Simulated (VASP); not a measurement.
Crystal: AlAs.

```
Al As
1.0
     0.00000    2.83790    2.83790
     2.83790    0.00000    2.83790
     2.83790    2.83790    0.00000
Al As
1 1
Direct
  0.00000 0.00000 0.00000
  0.75000 0.75000 0.75000
```

Base run:

- Program: VASP 6.6.1
- Functional: r2SCAN
- Potentials or basis: VASP PAW PBE potentials, release 64 (Al, As)
- Cutoff: 550 eV
- k mesh: 7 × 7 × 7
- Occupations: gaussian, width 0.01 eV
- Spin: no spin polarisation

Its results: band gap on the k mesh 1.92 eV, indirect (least direct gap 2.64 eV); pressure 0.0 GPa.

The run is repeated on the same cell with these changes: functional from r2SCAN to PBE; cutoff from 550 eV to 500 eV. What comes out?

Band gap on the k mesh 1.56 eV, indirect (least direct gap 2.00 eV); pressure 2.2 GPa.

r2SCAN gives the wider gap, since meta-GGAs in the generalised Kohn-Sham scheme recover part of the derivative discontinuity.

Caveats: the PAW data sets were made with another functional, which shifts forces and pressure a little (some runs).

A k mesh can miss the band edges.
